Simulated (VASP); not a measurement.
# CaLa (P-6m2) in VASP: notebook, part 2 of 2

VASP 6.6.1. The steps go on from the part before.

## 5. Single point, LDA

This run uses another cell than the first one, of 43.59 Å³/atom, 1.120 times its volume.

Input file INCAR:

```
  ALGO = Normal
  EDIFF = 1E-6
  ENCUT = 520
  ISIF = 2
  ISMEAR = -1
  LASPH = True
  LCHARG = True
  LELF = True
  LREAL = False
  LVHAR = True
  LWAVE = False
  NBANDS = 18
  NELM = 60
  PREC = Accurate
  SIGMA = 0.05
```

Input file KPOINTS:

```
k-points
0
Gamma
  7 7 4
```

Input file POSCAR:

```
CaLa
1.0
    3.9224100445      0.0000000000      0.0000000000
   -1.9612050223      3.3968257915      0.0000000000
    0.0000000000      0.0000000000      6.5425425683
Ca La
1 1
Direct
    0.0000000000      0.0000000000      0.5000000000
    0.6666666667      0.3333333333      0.0000000000
```

Potentials or basis: VASP PAW LDA potentials, release 64 (Ca_sv, La).

The run is started by

```bash
cat potpaw_LDA.64/Ca_sv/POTCAR potpaw_LDA.64/La/POTCAR > POTCAR
mpirun -np 1 vasp_std > vasp.out
```

OUTCAR:

```text
EDIFF = 1E-6
   ENCUT = 520
   ISIF = 2
   ISMEAR = -1
   LASPH = True
   LREAL = False
   NELM = 60
   PREC = Accurate

 ion  position               nearest neighbor table
   1  0.000  0.000  0.500-
   2  0.667  0.333  0.000-

  Warning from LATTYP: Monoclinic adjustment (A1->A3, A2->A1, A3->A2)!
  LATTYP: Found a base centered orthorhombic cell.
 ALAT       =     3.9224100445
 B/A-ratio  =     1.7320095314
 C/A-ratio  =     1.6679904686

  Lattice vectors:

 A1 = (   1.9612050223,  -3.3968257915,   0.0000000000)
 A2 = (   1.9612050222,   3.3968257915,   0.0000000000)
 A3 = (   0.0000000000,   0.0000000000,   6.5425425683)

Analysis of symmetry for initial positions (statically):
=====================================================================
 Subroutine PRICEL returns:
 Original cell was already a primitive cell.

 Routine SETGRP: Setting up the symmetry group for a
 base centered orthorhombic supercell.

 Subroutine GETGRP returns: Found  4 space group operations
 (whereof  4 operations were pure point group operations)
 out of a pool of  8 trial point group operations.

The static configuration has the point symmetry C_2v.

Analysis of symmetry for dynamics (positions and initial velocities):
=====================================================================
 Subroutine PRICEL returns:
 Original cell was already a primitive cell.

 Routine SETGRP: Setting up the symmetry group for a
 base centered orthorhombic supercell.

 Subroutine GETGRP returns: Found  4 space group operations
 (whereof  4 operations were pure point group operations)
 out of a pool of  8 trial point group operations.

The dynamic configuration has the point symmetry C_2v.

 Subroutine INISYM returns: Found  4 space group operations
 (whereof  4 operations are pure point group operations),
 and found     1 'primitive' translations

----------------------------------------------------------------------------------------

                                     Primitive cell
[... 109 lines left out ...]
   IMIX   =      4    mixing-type and parameters
     AMIX     =   0.40;   BMIX     =  1.00
     AMIX_MAG =   1.60;   BMIX_MAG =  1.00
  volume/ion in A,a.u.               =      43.59       294.13
  Fermi-wavevector in a.u.,A,eV,Ry     =   1.018647  1.924963 14.117969  1.037641
  Thomas-Fermi vector in A             =   2.152116
   LORBIT       =      0    0 simple, 1 ext, 2 COOP (PROOUT), +10 PAW based schemes
   GGA     = CA    functional components
   LHFCALC =     F    Hartree Fock is set to
   AEXX    =    0.0000 exact exchange contribution
   IVDW    =     0    specifies the selected vdW correction
   LEPSILON=     F    determine dielectric tensor
   LRPA    =     F    only Hartree local field effects (RPA)
 non-spin polarized calculation
  energy-cutoff  :      520.00
  volume of cell :       87.17
 maximum number of plane-waves:      2376
 NGX is ok and might be reduce to    30
   NGX = 15   NGY = 15   NGZ = 25

 number of electron      20.9999998 magnetization

 Free energy of the ion-electron system (eV)
  ---------------------------------------------------
  ext. energy  EPLUGINS =         0.00000000
  ---------------------------------------------------
  free energy    TOTEN  =        -7.37754076 eV

  energy without entropy =       -7.34646299  energy(sigma->0) =       -7.36200187

 E-fermi :   3.9209     XC(G=0):  -8.5048

 val. band max:        3.9154863218   @ k =   0.4286   0.2857   0.2500
 cond. band min:       3.9414599744   @ k =   0.4286   0.2857   0.5000
 fundamental gap:      0.0259736526
 Fermi energy:         3.9208676872

 k-point     1 :       0.0000    0.0000    0.0000
  band No.  band energies     occupation
      1     -37.4423      2.00000
      2     -29.2094      2.00000
      3     -18.7238      2.00000
      4     -18.6814      2.00000
      5     -18.6814      2.00000
      6     -12.9207      2.00000
[... 481 lines left out ...]
      5     -18.7063      2.00000
      6     -13.1603      2.00000
[... 10 lines left out ...]
     17       5.1557      0.00000
     18       5.2994      0.00000

 [... further k-points ...]

------------------------ aborting loop because EDIFF is reached ----------------------------------------

  FORCE on cell =-STRESS in cart. coord.  units (eV):
  Direction    XX          YY          ZZ          XY          YZ          ZX
  --------------------------------------------------------------------------------------
  -------------------------------------------------------------------------------------
  Total       -2.4044610     -2.4041627     -2.0987047      0.0000000      0.0000000      0.0000000
  in kB      -44.1932055    -44.1877225    -38.5735050      0.0000000      0.0000000      0.0000000
  external PRESSURE =     -42.3181443 kB  Pullay stress =       0.0000000 kB

 VOLUME and BASIS-vectors are now :
 -----------------------------------------------------------------------------
  energy-cutoff  :      520.00
  volume of cell :       87.17
      direct lattice vectors                 reciprocal lattice vectors
     3.922410044  0.000000000  0.000000000     0.254945299  0.147196245  0.000000000
    -1.961205022  3.396825791  0.000000000     0.000000000  0.294392489  0.000000000
     0.000000000  0.000000000  6.542542568     0.000000000  0.000000000  0.152845777

 POSITION                                       TOTAL-FORCE (eV/Angst)
 -----------------------------------------------------------------------------------
      0.00000      0.00000      3.27127        -0.000000      0.000017      0.000000
      1.96121      1.13228      0.00000         0.000000     -0.000017      0.000000
 -----------------------------------------------------------------------------------
    total drift:                               -0.000000      0.000021     -0.000000

  FREE ENERGIE OF THE ION-ELECTRON SYSTEM (eV)
  ---------------------------------------------------
  free  energy   TOTEN  =        -7.3775407608 eV

  energy  without entropy=       -7.3464629889  energy(sigma->0) =       -7.36200187
```

OSZICAR:

```text
N       E                     dE             d eps       ncg     rms          rms(c)
DAV:   1     0.247407061410E+03    0.24741E+03   -0.83981E+03  1728   0.137E+03
DAV:   2     0.177209894587E+02   -0.22969E+03   -0.22203E+03  2168   0.290E+02
DAV:   3    -0.439884766717E+01   -0.22120E+02   -0.21249E+02  2394   0.106E+02
DAV:   4    -0.742724994817E+01   -0.30284E+01   -0.29521E+01  3376   0.312E+01
DAV:   5    -0.758011812990E+01   -0.15287E+00   -0.15168E+00  2544   0.694E+00    0.369E+00
DAV:   6    -0.740341486592E+01    0.17670E+00   -0.23531E+00  3456   0.565E+00    0.182E+00
DAV:   7    -0.738202426858E+01    0.21391E-01   -0.25944E-01  3048   0.244E+00    0.988E-01
DAV:   8    -0.737832317892E+01    0.37011E-02   -0.25316E-02  3448   0.115E+00    0.191E-01
DAV:   9    -0.737762815701E+01    0.69502E-03   -0.30262E-03  2672   0.280E-01    0.719E-02
DAV:  10    -0.737753872498E+01    0.89432E-04   -0.89483E-04  3144   0.190E-01    0.260E-02
DAV:  11    -0.737754099033E+01   -0.22654E-05   -0.58584E-05  2718   0.432E-02    0.118E-02
DAV:  12    -0.737754076084E+01    0.22949E-06   -0.86167E-06  2688   0.210E-02
   1 F= -.73775408E+01 E0= -.73620019E+01  d E =-.310778E-01
```

Run time: 37 s. Hardware: 1 thread of Intel Xeon Platinum 8559C (Emerald Rapids), shared host; peak memory 0.23 GiB.

Results:

```yaml
Free_energy: -7.3775 eV
Pressure: -4.2 GPa
```

Stress tensor (GPa, compression positive):
```
-4.42  0.00  0.00
 0.00 -4.42  0.00
 0.00  0.00 -3.86
```

Levels at points of the mesh, in eV from the Fermi level:
```
           k point  band 7  band 8  band 9  band 10  band 11  band 12  band 13  band 14
(0.00, 0.00, 0.00)  -16.43  -16.43   -3.62    -1.37     0.57     0.88     1.19     1.19
(0.00, 0.00, 0.50)  -16.43  -16.43   -2.59    -2.43     0.24     0.88     0.91     1.21
```

Caveat: spin-orbit coupling is left out, which moves the levels of the heavy elements.

## 6. Overview

```tsv
cell	gap on the mesh (eV)	pressure (GPa)
a = 3.777, b = 3.777, c = 6.300 Å, angles 90.0, 90.0, 120.0°, 2 atoms	none	-2.6
a = 3.827, b = 3.827, c = 6.383 Å, angles 90.0, 90.0, 120.0°, 2 atoms	none	-3.2
a = 3.875, b = 3.875, c = 6.464 Å, angles 90.0, 90.0, 120.0°, 2 atoms	none	-3.8
a = 3.922, b = 3.922, c = 6.543 Å, angles 90.0, 90.0, 120.0°, 2 atoms	none	-4.2
```

Alike in all rows: task single point; level LDA; potentials or basis VASP PAW LDA potentials, release 64 (Ca_sv, La); no spin polarisation; k mesh 7 × 7 × 4; cutoff (eV) 520; smearing fermi-dirac 0.05 eV.

Caveats: spin-orbit coupling is left out, which moves the levels of the heavy elements.

Total energies depend on the potentials used, so only differences within one code and one set of settings carry meaning.
